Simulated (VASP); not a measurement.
# Co (P6/mmm) in VASP: a series of runs

Runs on Co. Level: LDA. Tasks: single point.

Program: VASP 6.6.1. These are calculated values, not measurements. Logs are shortened: lines on timing, memory, paths and dates and some standing lists are left out, and cuts for length are marked.

## (1) The cell of the first run

The structure is hexagonal, space group P6/mmm (No. 191). Conventional cell: a = 3.765 Å, b = 3.765 Å, c = 2.305 Å, α = 90.00°, β = 90.00°, γ = 120.00°. Co (site symmetry 6/mmm) has 14 Co at 2.30 to 2.46 Å within 3.0 Å. Within 2.9 Å of Co (site symmetry -6m2) lie 11 Co at 2.17 to 2.46 Å.

This isn't the form of Co at room conditions, which is hcp.

## (2) Single point, LDA (9.43 Å³/atom)

Contents of INCAR:

```
SYSTEM = Co
ALGO     = Normal         ! electronic algorithm
EDIFF    = 1E-6           ! SCF threshold, eV
ENCUT    = 690            ! plane-wave cutoff, eV
GGA_COMPAT= .FALSE.      
ISIF     = 2              ! what is computed and relaxed
ISMEAR   = -1             ! smearing method
LASPH    = .TRUE.         ! aspherical terms in the spheres
LCHARG   = .FALSE.        ! write CHGCAR
LREAL    = .FALSE.        ! projectors in reciprocal space
LWAVE    = .FALSE.        ! write WAVECAR
NBANDS   = 32             ! bands
NELM     = 120            ! most SCF steps
PREC     = Accurate       ! precision mode
SIGMA    = 0.1            ! smearing width, eV
```

Contents of KPOINTS:

```
k-points
0
G
  11 11 15
  0 0 0
```

Contents of POSCAR:

```
Co
1.0
    3.7649786110      0.0000000000      0.0000000000
   -1.8824893055      3.2605671218      0.0000000000
    0.0000000000      0.0000000000      2.3049006355
Co
3
Direct
    0.0000000000      0.0000000000      0.0000000000
    0.3333333333      0.6666666667      0.5000000000
    0.6666666667      0.3333333333      0.5000000000
```

Potentials or basis: VASP PAW LDA potentials, release 64 (Co_sv).

Run with:

```sh
cat potpaw_LDA.64/Co_sv/POTCAR > POTCAR
mpirun -np 1 vasp_std > vasp.out
```

OUTCAR:

```text
SYSTEM = Co
   EDIFF = 1E-6
   ENCUT = 690
   ISIF = 2
   ISMEAR = -1
   LASPH = .TRUE.
   LREAL = .FALSE.
   NELM = 120
   PREC = Accurate

 ion  position               nearest neighbor table
   1  0.000  0.000  0.000-   2 2.46   3 2.46   2 2.46   3 2.46   2 2.46   2 2.46   3 2.46   3 2.46
                             3 2.46   3 2.46   2 2.46   2 2.46
   2  0.333  0.667  0.500-   3 2.17   3 2.17   3 2.17   1 2.46   1 2.46   1 2.46   1 2.46   1 2.46
                             1 2.46
   3  0.667  0.333  0.500-   2 2.17   2 2.17   2 2.17   1 2.46   1 2.46   1 2.46   1 2.46   1 2.46
                             1 2.46

  LATTYP: Found a hexagonal cell.
 ALAT       =     3.7649786110
 C/A-ratio  =     0.6121948817

  Lattice vectors:

 A1 = (   3.7649786110,   0.0000000000,   0.0000000000)
 A2 = (  -1.8824893055,   3.2605671218,   0.0000000000)
 A3 = (   0.0000000000,   0.0000000000,   2.3049006355)

Analysis of symmetry for initial positions (statically):
=====================================================================
 Subroutine PRICEL returns:
 Original cell was already a primitive cell.

 Routine SETGRP: Setting up the symmetry group for a
 hexagonal supercell.

 Subroutine GETGRP returns: Found 24 space group operations
 (whereof 24 operations were pure point group operations)
 out of a pool of 24 trial point group operations.

The static configuration has the point symmetry D_6h.

Analysis of symmetry for dynamics (positions and initial velocities):
=====================================================================
 Subroutine PRICEL returns:
 Original cell was already a primitive cell.

 Routine SETGRP: Setting up the symmetry group for a
 hexagonal supercell.

 Subroutine GETGRP returns: Found 24 space group operations
 (whereof 24 operations were pure point group operations)
 out of a pool of 24 trial point group operations.

The dynamic configuration has the point symmetry D_6h.

 Subroutine INISYM returns: Found 24 space group operations
 (whereof 24 operations are pure point group operations),
 and found     1 'primitive' translations

----------------------------------------------------------------------------------------

                                     Primitive cell

  volume of cell :      28.2949

  direct lattice vectors                    reciprocal lattice vectors
     3.764978611  0.000000000  0.000000000     0.265605759  0.153347556  0.000000000
    -1.882489306  3.260567122  0.000000000     0.000000000  0.306695112  0.000000000
     0.000000000  0.000000000  2.304900636     0.000000000  0.000000000  0.433858182

  length of vectors
     3.764978611  3.764978611  2.304900636     0.306695112  0.306695112  0.433858182

  position of ions in fractional coordinates (direct lattice)
     0.000000000  0.000000000  0.000000000
     0.333333333  0.666666667  0.500000000
     0.666666667  0.333333333  0.500000000

  ion indices of the primitive-cell ions
   primitive index   ion index
                 1           1
                 2           2
                 3           3

----------------------------------------------------------------------------------------

 KPOINTS: k-points

Automatic generation of k-mesh.
 Grid dimensions read from file:
 generate k-points for:   11   11   15

 Generating k-lattice:

  Cartesian coordinates                     Fractional coordinates (reciprocal lattice)
     0.024145978  0.013940687  0.000000000     0.090909091  0.000000000  0.000000000
     0.000000000  0.027881374  0.000000000     0.000000000  0.090909091  0.000000000
     0.000000000  0.000000000  0.028923879     0.000000000  0.000000000  0.066666667

  Length of vectors
     0.027881374  0.027881374  0.028923879

  Shift w.r.t. Gamma in fractional coordinates (k-lattice)
     0.000000000  0.000000000  0.000000000

 Subroutine IBZKPT returns following result:
 ===========================================

 Found    128 irreducible k-points:

 Following reciprocal coordinates:
            Coordinates               Weight
  0.000000  0.000000  0.000000      1.000000
  0.090909  0.000000  0.000000      6.000000
  0.181818 -0.000000  0.000000      6.000000
  0.272727 -0.000000  0.000000      6.000000
  0.363636  0.000000  0.000000      6.000000
  0.454545 -0.000000  0.000000      6.000000
[... 16 lines left out ...]
  0.090909  0.090909  0.066667     12.000000
  0.181818  0.090909  0.066667     24.000000
 [... further k-points ...]
   k-points           NKPTS =    128   k-points in BZ     NKDIM =    128   number of bands    NBANDS=     32
   number of dos      NEDOS =    301   number of ions     NIONS =      3
   total plane-waves  NPLWV =  20480
   dimension x,y,z NGX =    32 NGY =   32 NGZ =   20
   dimension x,y,z NGXF=    64 NGYF=   64 NGZF=   40
   ions per type =               3
   NGX,Y,Z   is equivalent  to a cutoff of  14.13, 14.13, 14.43 a.u.
   NGXF,Y,Z  is equivalent  to a cutoff of  28.26, 28.26, 28.85 a.u.
 SYSTEM =  Co
   PREC   = accura    normal or accurate (medium, high low for compatibility)
   ISTART =      0    job   : 0-new  1-cont  2-samecut
   ICHARG =      2    charge: 1-file 2-atom 10-const
   ISPIN  =      1    spin polarized calculation?
   LNONCOLLINEAR =      F non collinear calculations
   LSORBIT =      F    spin-orbit coupling
   LASPH  =      T    aspherical Exc in radial PAW
   ENCUT  =  690.0 eV  50.71 Ry    7.12 a.u.   8.06  8.06  4.94*2*pi/ulx,y,z
   NELM   =    120;   NELMIN=  2; NELMDL= -5     # of ELM steps
   EDIFF  = 0.1E-05   stopping-criterion for ELM
   LREAL  =      F    real-space projection
   EDIFFG = 0.1E-04   stopping-criterion for IOM
   NSW    =      0    number of steps for IOM
   IBRION =     -1    ionic relax: 0-MD 1-quasi-New 2-CG
   NFREE  =      0    steps in history (QN), initial steepest desc. (CG)
   ISIF   =      2    stress and relaxation
   ISYM   =      2    0-nonsym 1-usesym 2-fastsym
   POTIM  = 0.5000    time-step for ionic-motion
   TEBEG  =    0.0;   TEEND  =   0.0 temperature during run
   PSTRESS=    0.0 pullay stress
   NELECT =      51.0000    total number of electrons
   NUPDOWN=      -1.0000    fix difference up-down
   EMIN   =  10.00;   EMAX   =-10.00  energy-range for DOS
   EFERMI =   0.00;   METHOD = LEGACY
   ISMEAR =    -1;   SIGMA  =   0.10  broadening in eV -4-tet -1-fermi 0-gaus
   EFERMI_NEDOS =   21; number of points for ismear=-14 and -15
   IALGO  =     38    algorithm
   IMIX   =      4    mixing-type and parameters
     AMIX     =   0.40;   BMIX     =  1.00
     AMIX_MAG =   1.60;   BMIX_MAG =  1.00
  volume/ion in A,a.u.               =       9.43        63.65
  Fermi-wavevector in a.u.,A,eV,Ry     =   1.992335  3.764966 54.006925  3.969397
  Thomas-Fermi vector in A             =   3.009782
   LORBIT       =      0    0 simple, 1 ext, 2 COOP (PROOUT), +10 PAW based schemes
   GGA     = CA    functional components
   LHFCALC =     F    Hartree Fock is set to
   AEXX    =    0.0000 exact exchange contribution
   IVDW    =     0    specifies the selected vdW correction
   LEPSILON=     F    determine dielectric tensor
   LRPA    =     F    only Hartree local field effects (RPA)
 non-spin polarized calculation
  energy-cutoff  :      690.00
  volume of cell :       28.29
 maximum number of plane-waves:      1180
   NGX = 17   NGY = 17   NGZ =  9

 number of electron      51.0000009 magnetization

 Free energy of the ion-electron system (eV)
  ---------------------------------------------------
  ext. energy  EPLUGINS =         0.00000000
  ---------------------------------------------------
  free energy    TOTEN  =       -23.85691386 eV

  energy without entropy =      -23.59912051  energy(sigma->0) =      -23.72801718

 E-fermi :  13.9945     XC(G=0): -15.2356

 val. band max:       13.9934203907   @ k =   0.3636   0.2727   0.2667
 cond. band min:      13.9946639775   @ k =   0.1818  -0.0000   0.2000
 fundamental gap:      0.0012435867
 Fermi energy:        13.9944911513

 k-point     1 :       0.0000    0.0000    0.0000
  band No.  band energies     occupation
      1     -80.3343      2.00000
      2     -80.1686      2.00000
      3     -80.1453      2.00000
      4     -44.4113      2.00000
      5     -44.4113      2.00000
      6     -44.1099      2.00000
[... 24 lines left out ...]
     31      21.7002      0.00000
     32      21.7002      0.00000

 k-point     2 :       0.0909    0.0000    0.0000
  band No.  band energies     occupation
      1     -80.3309      2.00000
      2     -80.1714      2.00000
      3     -80.1460      2.00000
      4     -44.4210      2.00000
      5     -44.4111      2.00000
      6     -44.0973      2.00000
[... 24 lines left out ...]
     31      22.6683      0.00000
     32      23.3135      0.00000

 k-point     3 :       0.1818   -0.0000    0.0000
  band No.  band energies     occupation
      1     -80.3211      2.00000
      2     -80.1794      2.00000
      3     -80.1480      2.00000
      4     -44.4437      2.00000
      5     -44.4047      2.00000
      6     -44.0652      2.00000
[... 24 lines left out ...]
     31      22.7524      0.00000
     32      25.0264      0.00000

 k-point     4 :       0.2727   -0.0000    0.0000
  band No.  band energies     occupation
      1     -80.3062      2.00000
      2     -80.1919      2.00000
      3     -80.1506      2.00000
      4     -44.4693      2.00000
      5     -44.3840      2.00000
      6     -44.0325      2.00000
[... 24 lines left out ...]
     31      22.6901      0.00000
     32      26.8182      0.00000

 k-point     5 :       0.3636    0.0000    0.0000
  band No.  band energies     occupation
      1     -80.2885      2.00000
      2     -80.2074      2.00000
      3     -80.1530      2.00000
      4     -44.4900      2.00000
      5     -44.3475      2.00000
      6     -44.0566      2.00000
[... 584 lines left out ...]
     31      22.6586      0.00000
     32      28.7910      0.00000

 k-point    22 :       0.4545   -0.0000    0.0667
  band No.  band energies     occupation
      1     -80.2710      2.00000
      2     -80.2189      2.00000
      3     -80.1524      2.00000
      4     -44.4972      2.00000
      5     -44.3088      2.00000
      6     -44.1056      2.00000
[... 24 lines left out ...]
     31      22.6362      0.00000
     32      30.7111      0.00000

 k-point    23 :       0.0909    0.0909    0.0667
  band No.  band energies     occupation
      1     -80.3217      2.00000
      2     -80.1747      2.00000
      3     -80.1456      2.00000
      4     -44.4329      2.00000
      5     -44.4063      2.00000
      6     -44.0706      2.00000
[... 24 lines left out ...]
     31      23.6122      0.00000
     32      23.6608      0.00000

 k-point    24 :       0.1818    0.0909    0.0667
  band No.  band energies     occupation
      1     -80.3093      2.00000
      2     -80.1848      2.00000
      3     -80.1479      2.00000
      4     -44.4535      2.00000
      5     -44.3946      2.00000
      6     -44.0421      2.00000
[... 24 lines left out ...]
     31      23.4199      0.00000
     32      25.1214      0.00000

 [... further k-points ...]
[... 5 lines left out ...]
  --------------------------------------------------------------------------------------
  -------------------------------------------------------------------------------------
  Total        2.2126295      2.2126295      2.1571901      0.0000000      0.0000000      0.0000000
  in kB      125.2885619    125.2885619    122.1493421      0.0000000      0.0000000      0.0000000
  external PRESSURE =     124.2421553 kB  Pullay stress =       0.0000000 kB

 VOLUME and BASIS-vectors are now :
 -----------------------------------------------------------------------------
  energy-cutoff  :      690.00
  volume of cell :       28.29
      direct lattice vectors                 reciprocal lattice vectors
     3.764978611  0.000000000  0.000000000     0.265605759  0.153347556  0.000000000
    -1.882489306  3.260567122  0.000000000     0.000000000  0.306695112  0.000000000
     0.000000000  0.000000000  2.304900636     0.000000000  0.000000000  0.433858182

 POSITION                                       TOTAL-FORCE (eV/Angst)
 -----------------------------------------------------------------------------------
      0.00000      0.00000      0.00000         0.000000      0.000000      0.000000
     -0.00000      2.17371      1.15245         0.000000     -0.000000      0.000000
      1.88249      1.08686      1.15245        -0.000000      0.000000      0.000000
 -----------------------------------------------------------------------------------
    total drift:                               -0.000000      0.000000     -0.000000

  FREE ENERGIE OF THE ION-ELECTRON SYSTEM (eV)
  ---------------------------------------------------
  free  energy   TOTEN  =       -23.8569138578 eV

  energy  without entropy=      -23.5991205057  energy(sigma->0) =      -23.72801718
```

It took 2.7 min on 1 thread of Intel Xeon Platinum 8375C at 2.90GHz (Ice Lake), shared host; peak memory 0.23 GiB.

Results:

| Quantity | Value |
| --- | --- |
| Free energy | -23.8569 eV |
| Pressure | 12.4 GPa |
| Band gap on the k mesh | zero (an odd number of electrons rules out a gap without spin polarisation) |

Caveat: the cell stands under pressure; the run has no spin polarisation, though such a crystal can be magnetic.

## (3) Single point, LDA, collinear spin, ferromagnetic start (9.38 Å³/atom)

This run uses another cell than the first one, of 9.38 Å³/atom.

Contents of INCAR:

```
SYSTEM = Co
PREC = Accurate
ENCUT = 690
EDIFF = 1E-6
ISMEAR = -1
SIGMA = 0.05
LREAL = .False.
LASPH = .True.
NELM = 200
ALGO = Normal
ISIF = 2
LWAVE = .False.
LCHARG = .False.
ISPIN = 2
MAGMOM = 1.577 1.603 1.603
LORBIT = 11
LMAXMIX = 4
GGA = CA
NBANDS = 36
GGA_COMPAT = .False.
```

Contents of KPOINTS:

```
Automatic mesh
0
Gamma
  11 11 15
  0 0 0
```

Contents of POSCAR:

```
Co
1.0
    3.7499164597      0.0000000000      0.0000000000
   -1.8749582299      3.2475229162      0.0000000000
    0.0000000000      0.0000000000      2.3115592666
Co
3
Direct
    0.0000000000      0.0000000000      0.0000000000
    0.3333333333      0.6666666667      0.5000000000
    0.6666666667      0.3333333333      0.5000000000
```

Potentials or basis: VASP PAW LDA potentials, release 64 (Co_sv).

Run with:

```sh
cat potpaw_LDA.64/Co_sv/POTCAR > POTCAR
mpirun -np 1 vasp_std > vasp.out
```

It took 4.3 min on 1 thread of Intel Xeon Platinum 8488C (Sapphire Rapids), shared host; peak memory 0.33 GiB.

Results (log left out):

* Free energy: -24.0612 eV
* Pressure: 23.5 GPa
* Net moment: 4.23 μB per cell
* Site moments: Co +1.47, +1.40 (each value once) μB
* Valence electrons inside the program's atomic spheres: Co 15.17, 15.24 (each value once)

Stress tensor (GPa, compression positive):
```
25.01  0.00  0.00
 0.00 25.01  0.00
 0.00  0.00 20.58
```

Levels at points of the mesh, in eV from the Fermi level:
Spin up:
```
           k point  band 26  band 27  band 28  band 29  band 30  band 31
(0.00, 0.00, 0.00)    -1.83    -0.25    -0.25     7.43     7.43     7.43
```
Spin down:
| k point | band 22 | band 23 | band 24 | band 25 | band 26 | band 27 |
| --- | --- | --- | --- | --- | --- | --- |
| (0.00, 0.00, 0.00) | -1.12 | -0.50 | -0.50 | -0.41 | -0.41 | 1.35 |

Caveat: the cell stands under pressure.

## (4) Single point, LDA, collinear spin, ferromagnetic start (9.79 Å³/atom)

This run uses another cell than the first one, of 9.79 Å³/atom.

Contents of INCAR:

```
SYSTEM = Co
ALGO = Normal
EDIFF = 1E-6
ENCUT = 690
GGA = CA
GGA_COMPAT = .False.
ISIF = 2
ISMEAR = -1
ISPIN = 2
LASPH = .True.
LCHARG = .False.
LMAXMIX = 4
LORBIT = 11
LREAL = .False.
LWAVE = .False.
MAGMOM = 1.577 1.603 1.603
NBANDS = 36
NELM = 200
PREC = Accurate
SIGMA = 0.05
```

Contents of KPOINTS:

```
k-points
0
Gamma
  11 11 15
  0 0 0
```

Contents of POSCAR:

```
Co
1.0
    3.8034939335      0.0000000000      0.0000000000
   -1.9017469668      3.2939223695      0.0000000000
    0.0000000000      0.0000000000      2.3445860039
Co
3
Direct
    0.0000000000      0.0000000000      0.0000000000
    0.3333333333      0.6666666667      0.5000000000
    0.6666666667      0.3333333333      0.5000000000
```

Run with:

```sh
cat potpaw_LDA.64/Co_sv/POTCAR > POTCAR
mpirun -np 1 vasp_std > vasp.out
```

Run time: 4.6 min. Hardware: 1 thread of Intel Xeon Platinum 8488C (Sapphire Rapids), shared host; peak memory 0.35 GiB.

Results (log left out):

```
Free energy                                           : -24.1937 eV
Pressure                                              : 9.0 GPa
Net moment                                            : 4.39 μB per cell
Site moments                                          : Co +1.51, +1.47 (each value once) μB
Valence electrons inside the program's atomic spheres : Co 15.13, 15.19 (each value once)
```

Stress tensor (GPa, compression positive):
```
9.81 0.00 0.00
0.00 9.81 0.00
0.00 0.00 7.30
```

Levels at points of the mesh, in eV from the Fermi level:
Spin up:
| k point | band 25 | band 26 | band 27 | band 28 | band 29 | band 30 | band 31 | band 32 |
| --- | --- | --- | --- | --- | --- | --- | --- | --- |
| (0.00, 0.00, 0.00) | -1.81 | -1.81 | -0.33 | -0.33 | 7.13 | 7.13 | 7.13 | 7.13 |
Spin down:
```csv
k point,band 21,band 22,band 23,band 24,band 25,band 26
"(0.00, 0.00, 0.00)",-1.01,-1.01,-0.42,-0.42,-0.33,-0.33
```

Caveat: the cell stands under pressure.

## (5) Overview

```csv
spin,cell,smearing,gap on the mesh (eV),pressure (GPa),moment (μB)
off,"a = 3.765, b = 3.765, c = 2.305 Å, angles 90.0, 90.0, 120.0°, 3 atoms",fermi-dirac 0.1 eV,none,12.4,-
"collinear, ferromagnetic start","a = 3.750, b = 3.750, c = 2.312 Å, angles 90.0, 90.0, 120.0°, 3 atoms",fermi-dirac 0.05 eV,none,23.5,4.23
"collinear, ferromagnetic start","a = 3.803, b = 3.803, c = 2.345 Å, angles 90.0, 90.0, 120.0°, 3 atoms",fermi-dirac 0.05 eV,none,9.0,4.39
```

Alike in all rows: task single point; level LDA; potentials or basis VASP PAW LDA potentials, release 64 (Co_sv); k mesh 11 × 11 × 15; cutoff (eV) 690.

Caveats: the cell stands under pressure.

Total energies depend on the potentials used, so only differences within one code and one set of settings carry meaning.
